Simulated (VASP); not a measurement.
Set up this calculation in VASP 6.6.1, as the native input.

- Task: single point
- Functional: PBEsol
- Potentials or basis: VASP PAW PBE potentials, release 64 (Mo_sv, S)
- Cutoff: 520 eV
- k mesh: 11 × 11 × 5
- Occupations: gaussian, width 0.05 eV
- Spin: no spin polarisation
- Dipole correction: no
- Further INCAR settings: ALGO = Normal; EDIFF = 1e-06; NBANDS = 20

The structure of MoS2 lies in POSCAR:

```
MoS2
1.0
    3.2274650000      0.0000000000      0.0000000000
   -1.6137320000      2.7950660000      0.0000000000
    0.0000000000      0.0000000000      6.3124730000
Mo S
1 2
Direct
    0.0000000000      0.0000000000      0.5000000000
    0.3333333333      0.6666666667      0.2553190000
    0.6666666667      0.3333333333      0.7446810000
```

One way to write it, as run:

INCAR

```
SYSTEM = MoS2
ALGO = Normal ; EDIFF = 1E-6
ENCUT = 520 ; GGA = PS
ISIF = 2 ; ISMEAR = 0
LASPH = .True. ; LCHARG = .False.
LREAL = .False. ; LWAVE = .False.
NBANDS = 20 ; NELM = 100
PREC = Accurate ; SIGMA = 0.05
```

KPOINTS

```
k-points
0
Gamma
  11 11 5
  0 0 0
```

Potentials or basis: VASP PAW PBE potentials, release 64 (Mo_sv, S).

Launch:

```console
$ cat potpaw_PBE.64/Mo_sv/POTCAR potpaw_PBE.64/S/POTCAR > POTCAR
$ mpirun -np 1 vasp_std > vasp.out
```

Results of the run:

```
Pressure               : -3.4 GPa
Largest force          : 0.033 eV/Å
Band gap on the k mesh : zero (band 13 reaches 7.16 eV, above the bottom of band 14 at 6.47 eV)
```

Caveat: the PAW data sets were made with another functional, which shifts forces and pressure a little; this functional lacks dispersion, which binds the layers, so the pressure and a relaxed spacing across them are unreliable.

It took 48 s on 1 thread of AMD EPYC 7R43 64-Core Processor (Zen 3), with other jobs on the host, peak memory 0.18 GiB.
